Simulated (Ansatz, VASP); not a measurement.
## Two plane-wave programs on SnTe

The input POSCAR:

```
SnTe
1.0
    0.0000000000      3.1082657258      3.1082657258
    3.1082657258      0.0000000000      3.1082657258
    3.1082657258      3.1082657258      0.0000000000
Te Sn
1 1
Direct
    0.5000000000      0.5000000000      0.5000000000
    0.0000000000      0.0000000000      0.0000000000
```

The input INCAR.step1:

```
SYSTEM = SnTe
  ALGO = Normal
  EDIFF = 1E-4
  ENCUT = 520
  GGA = PE
  ISMEAR = -1
  LASPH = .True.
  LCHARG = .False.
  LREAL = .False.
  LWAVE = .True.
  NBANDS = 17
  NELM = 60
  PREC = Accurate
  SIGMA = 0.05
```

The input INCAR.step2:

```
SYSTEM = SnTe
  ALGO = Normal
  BPARAM = 11.95
  CPARAM = 0.0093
  EDIFF = 1E-6
  ENCUT = 520
  ISIF = 2
  ISMEAR = -1
  ISTART = 1
  IVDW_NL = 2
  LASPH = .True.
  LCHARG = .False.
  LMIXTAU = .True.
  LREAL = .False.
  LUSE_VDW = .True.
  LWAVE = .False.
  METAGGA = R2SCAN
  NBANDS = 17
  NELM = 60
  PREC = Accurate
  SIGMA = 0.05
```

File KPOINTS:

```
k-points
0
Gamma
  7 7 7
  0 0 0
```

Contents of input.yaml:

```yaml
crystal:
  lattice:
    - [0.0, 3.1082657258, 3.1082657258]
    - [3.1082657258, 0.0, 3.1082657258]
    - [3.1082657258, 3.1082657258, 0.0]
  atoms:
    - { symbol: Te, position: [0.5, 0.5, 0.5] }
    - { symbol: Sn, position: [0.0, 0.0, 0.0] }
hamiltonian:
  xc: r2scan
  pseudopotentials: { kind: paw }
  dispersion: rvv10
kpoints:
  mp_grid: { grid: [7, 7, 7] }
scf:
  occupations: { method: fermi_dirac, width: 0.05 }
output:
  forces: true
  stress: true
  eigenvalues: true
```

Alike in both runs: task single point; functional r2SCAN; dispersion rVV10; k mesh 7 × 7 × 7; occupations fermi-dirac, width 0.05 eV; no spin polarisation.

|  | VASP | Ansatz |
| --- | --- | --- |
| version | VASP 6.6.1 | Ansatz 0.2.0 |
| potentials or method | VASP PAW PBE potentials, release 64 (Te, Sn_d) | Ansatz PAW |
| plane-wave cutoff (eV) | 520 | 500 |
| valence electrons in the cell | 20 | 30 |

|  | VASP | Ansatz | Ansatz less VASP |
| --- | --- | --- | --- |
| pressure (GPa) | 3.0 | 2.8 | -0.18 |

VASP's potentials were made for PBE, not for r2SCAN. VASP's potentials hold 20 valence electrons a cell and Ansatz's 30, so a difference there can come from the potentials and not from the codes.

Spin-orbit coupling is off throughout.
